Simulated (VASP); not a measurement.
# TePt (P6_3/mmc) in VASP: further runs, part 2 of 3

VASP 6.6.1. The steps go on from the part before.

### Step 4. Single point, r2SCAN (23.20 Å³/atom)

This run uses another cell than the first one, of 23.20 Å³/atom.

The input, POSCAR:

```
TePt
1.0
    4.3246942847      0.0000000000      0.0000000000
   -2.1623471424      3.7452951142      0.0000000000
    0.0000000000      0.0000000000      5.7292563648
Te Pt
2 2
Direct
    0.3333333333      0.6666666667      0.2500000000
    0.6666666667      0.3333333333      0.7500000000
    0.0000000000      0.0000000000      0.0000000000
    0.0000000000      0.0000000000      0.5000000000
```

The input, INCAR.step1:

```
  PREC = Accurate
  ENCUT = 520
  ISMEAR = 0
  SIGMA = 0.1
  LREAL = F
  LASPH = T
  NELM = 80
  NBANDS = 24
  GGA = PE
  ALGO = Normal
  EDIFF = 1E-4
  LWAVE = T
  LCHARG = F
```

The input, INCAR.step2:

```
  PREC = Accurate
  ENCUT = 520
  EDIFF = 1E-6
  ISMEAR = 0
  SIGMA = 0.1
  LREAL = F
  LASPH = T
  NELM = 80
  ALGO = Normal
  ISIF = 2
  LWAVE = F
  LCHARG = F
  METAGGA = R2SCAN
  LMIXTAU = T
  NBANDS = 24
  ISTART = 1
```

The input, KPOINTS:

```
regular mesh
0
Gamma
  12 12 8
```

Potentials or basis: VASP PAW PBE potentials, release 64 (Te, Pt).

Launch:

```sh
$ cat potpaw_PBE.64/Te/POTCAR potpaw_PBE.64/Pt/POTCAR > POTCAR
$ cp INCAR.step1 INCAR
$ mpirun -np 1 vasp_std > vasp.out
$ cp INCAR.step2 INCAR
$ mpirun -np 1 vasp_std > vasp.out
```

OUTCAR:

```text
PREC = Accurate
   ENCUT = 520
   EDIFF = 1E-6
   ISMEAR = 0
   LREAL = F
   LASPH = T
   NELM = 80
   ISIF = 2
   METAGGA = R2SCAN
   ISTART = 1

 ion  position               nearest neighbor table
   1  0.333  0.667  0.250-   3 2.88   4 2.88   3 2.88   4 2.88   3 2.88   4 2.88
   2  0.667  0.333  0.750-   3 2.88   4 2.88   3 2.88   4 2.88   3 2.88   4 2.88
   3  0.000  0.000  0.000-   4 2.86   4 2.86   1 2.88   2 2.88   2 2.88   1 2.88   2 2.88   1 2.88

   4  0.000  0.000  0.500-   3 2.86   3 2.86   1 2.88   2 2.88   2 2.88   1 2.88   2 2.88   1 2.88

  LATTYP: Found a hexagonal cell.
 ALAT       =     4.3246942847
 C/A-ratio  =     1.3247771953

  Lattice vectors:

 A1 = (   4.3246942847,   0.0000000000,   0.0000000000)
 A2 = (  -2.1623471424,   3.7452951142,   0.0000000000)
 A3 = (   0.0000000000,   0.0000000000,   5.7292563648)

Analysis of symmetry for initial positions (statically):
=====================================================================
 Subroutine PRICEL returns:
 Original cell was already a primitive cell.

 Routine SETGRP: Setting up the symmetry group for a
 hexagonal supercell.
[... 167 lines left out ...]
  ext. energy  EPLUGINS =         0.00000000
  ---------------------------------------------------
  free energy    TOTEN  =      -154.51644940 eV

  energy without entropy =     -154.50459151  energy(sigma->0) =     -154.51052045

 E-fermi :   8.2495     XC(G=0): -11.5131

 val. band max:        8.2429540438   @ k =   0.0833  -0.0000   0.1250
 cond. band min:       8.2519061404   @ k =   0.1667   0.0000   0.3750
 fundamental gap:      0.0089520966
 Fermi energy:         8.2494785185

 k-point     1 :       0.0000    0.0000    0.0000
  band No.  band energies     occupation
      1      -5.6630      2.00000
      2      -3.2382      2.00000
      3       1.3698      2.00000
      4       2.4774      2.00000
      5       2.4774      2.00000
      6       3.2201      2.00000
[... 637 lines left out ...]
     23      15.1864      0.00000
     24      16.2015      0.00000

 [... further k-points ...]
[... 5 lines left out ...]
  --------------------------------------------------------------------------------------
  -------------------------------------------------------------------------------------
  Total       -3.7625625     -3.7625625     -3.8055346      0.0000000      0.0000000      0.0000000
  in kB      -64.9612835    -64.9612835    -65.7032038      0.0000000      0.0000000      0.0000000
  external PRESSURE =     -65.2085903 kB  Pullay stress =       0.0000000 kB

 VOLUME and BASIS-vectors are now :
 -----------------------------------------------------------------------------
  energy-cutoff  :      520.00
  volume of cell :       92.80
      direct lattice vectors                 reciprocal lattice vectors
     4.324694285  0.000000000  0.000000000     0.231230217  0.133500828  0.000000000
    -2.162347142  3.745295114  0.000000000     0.000000000  0.267001657  0.000000000
     0.000000000  0.000000000  5.729256365     0.000000000  0.000000000  0.174542722

 POSITION                                       TOTAL-FORCE (eV/Angst)
 -----------------------------------------------------------------------------------
     -0.00000      2.49686      1.43231        -0.000000      0.000000      0.000000
      2.16235      1.24843      4.29694         0.000000     -0.000000      0.000000
      0.00000      0.00000      0.00000        -0.000000      0.000000      0.000000
      0.00000      0.00000      2.86463        -0.000000      0.000000      0.000000
 -----------------------------------------------------------------------------------
    total drift:                               -0.000000      0.000000      0.000000

  FREE ENERGIE OF THE ION-ELECTRON SYSTEM (eV)
  ---------------------------------------------------
  free  energy   TOTEN  =      -154.5164494007 eV

  energy  without entropy=     -154.5045915062  energy(sigma->0) =     -154.51052045
```

OSZICAR.step1:

```text
N       E                     dE             d eps       ncg     rms          rms(c)
DAV:   1     0.162337090531E+03    0.16234E+03   -0.13858E+04  4576   0.117E+03
DAV:   2    -0.124056133386E+02   -0.17474E+03   -0.15998E+03  5432   0.224E+02
DAV:   3    -0.194635480710E+02   -0.70579E+01   -0.68867E+01  5680   0.439E+01
DAV:   4    -0.195648406653E+02   -0.10129E+00   -0.10124E+00  5296   0.576E+00
DAV:   5    -0.195669806906E+02   -0.21400E-02   -0.21398E-02  5816   0.791E-01    0.173E+01
DAV:   6    -0.193222725239E+02    0.24471E+00   -0.75218E-01  4960   0.664E+00    0.104E+01
DAV:   7    -0.192811750294E+02    0.41097E-01   -0.22124E-01  4624   0.352E+00    0.265E+00
DAV:   8    -0.192487336395E+02    0.32441E-01   -0.12467E-01  4768   0.282E+00    0.129E+00
DAV:   9    -0.192491384474E+02   -0.40481E-03   -0.47959E-03  5648   0.366E-01    0.878E-01
DAV:  10    -0.192486867700E+02    0.45168E-03   -0.56365E-03  4736   0.481E-01    0.233E-01
DAV:  11    -0.192484723401E+02    0.21443E-03   -0.40407E-04  5000   0.163E-01    0.198E-01
DAV:  12    -0.192484780172E+02   -0.56771E-05   -0.44768E-05  2664   0.345E-02
   1 F= -.19248478E+02 E0= -.19242037E+02  d E =-.128813E-01
```

Run time: 17 min. Hardware: 1 thread of AMD EPYC 7R13, shared host; peak memory 0.33 GiB.

What came out:

| Property | Result |
| --- | --- |
| Free energy | -154.5164 eV |
| Pressure | -6.5 GPa |
| Band gap on the k mesh | zero (bands 16 and 17 overlap by 1.24 eV) |

Levels at points of the mesh, in eV from the Fermi level:
| k point | band 13 | band 14 | band 15 | band 16 | band 17 | band 18 | band 19 | band 20 |
| --- | --- | --- | --- | --- | --- | --- | --- | --- |
| (0.00, 0.00, 0.00) | -1.60 | -1.60 | 0.10 | 0.46 | 1.47 | 2.07 | 2.07 | 2.24 |
| (0.50, 0.00, 0.00) | -2.36 | -2.00 | -1.84 | -1.54 | 1.23 | 2.35 | 3.77 | 3.85 |
| (0.00, 0.00, 0.50) | -2.42 | -2.42 | 0.90 | 0.90 | 0.90 | 0.90 | 3.89 | 3.89 |
| (0.50, 0.00, 0.50) | -2.72 | -2.72 | -0.34 | -0.34 | 0.40 | 0.40 | 2.61 | 2.61 |

Caveat: the cell stands under tension; the PAW data sets were made with another functional, which shifts forces and pressure a little; spin-orbit coupling is left out, which moves the levels of the heavy elements.

### Step 5. Single point, r2SCAN (24.08 Å³/atom)

This run uses another cell than the first one, of 24.08 Å³/atom.

The input, POSCAR:

```
TePt
1.0
    4.3840821238      0.0000000000      0.0000000000
   -2.1920410619      3.7967264915      0.0000000000
    0.0000000000      0.0000000000      5.7854685717
Te Pt
2 2
Direct
    0.3333333333      0.6666666667      0.2500000000
    0.6666666667      0.3333333333      0.7500000000
    0.0000000000      0.0000000000      0.0000000000
    0.0000000000      0.0000000000      0.5000000000
```

The input, INCAR.step1:

```
SYSTEM = TePt
PREC = Accurate
ENCUT = 520
ISMEAR = 0
SIGMA = 0.1
LREAL = .FALSE.
LASPH = .TRUE.
NELM = 60
NBANDS = 24
GGA = PE
ALGO = Normal
EDIFF = 1E-4
LWAVE = .TRUE.
LCHARG = .FALSE.
```

The input, INCAR.step2:

```
SYSTEM = TePt
PREC = Accurate
ENCUT = 520
EDIFF = 1E-7
ISMEAR = 0
SIGMA = 0.1
LREAL = .FALSE.
LASPH = .TRUE.
NELM = 60
ALGO = Normal
ISIF = 2
LWAVE = .FALSE.
LCHARG = .TRUE.
METAGGA = R2SCAN
LMIXTAU = .TRUE.
LELF = .TRUE.
LVHAR = .TRUE.
NBANDS = 24
ISTART = 1
```

The input, KPOINTS:

```
Automatic mesh
0
G
  12 12 8
  0 0 0
```

Launch:

```sh
$ cat potpaw_PBE.64/Te/POTCAR potpaw_PBE.64/Pt/POTCAR > POTCAR
$ cp INCAR.step1 INCAR
$ mpirun -np 1 vasp_std > vasp.out
$ cp INCAR.step2 INCAR
$ mpirun -np 1 vasp_std > vasp.out
```

Wall time 25 min (1 thread of AMD EPYC 7R13, shared host); peak memory 0.36 GiB.

Results (log left out):

```yaml
Free_energy: -154.3390 eV
Pressure: -9.7 GPa
Band_gap_on_the_k_mesh: zero (bands 16 and 17 overlap by 1.21 eV)
```

Levels at points of the mesh, in eV from the Fermi level:
| k point | band 14 | band 15 | band 16 | band 17 | band 18 | band 19 |
| --- | --- | --- | --- | --- | --- | --- |
| (0.00, 0.00, 0.00) | -1.53 | 0.09 | 0.45 | 1.24 | 1.96 | 1.96 |
| (0.50, 0.00, 0.00) | -1.87 | -1.72 | -1.54 | 1.18 | 2.23 | 3.69 |
| (0.00, 0.00, 0.50) | -2.34 | 0.86 | 0.86 | 0.86 | 0.86 | 3.68 |
| (0.50, 0.00, 0.50) | -2.56 | -0.30 | -0.30 | 0.34 | 0.34 | 2.57 |

Caveat: the cell stands under tension; the PAW data sets were made with another functional, which shifts forces and pressure a little; spin-orbit coupling is left out, which moves the levels of the heavy elements.

(Continued in part 3 of 3.)
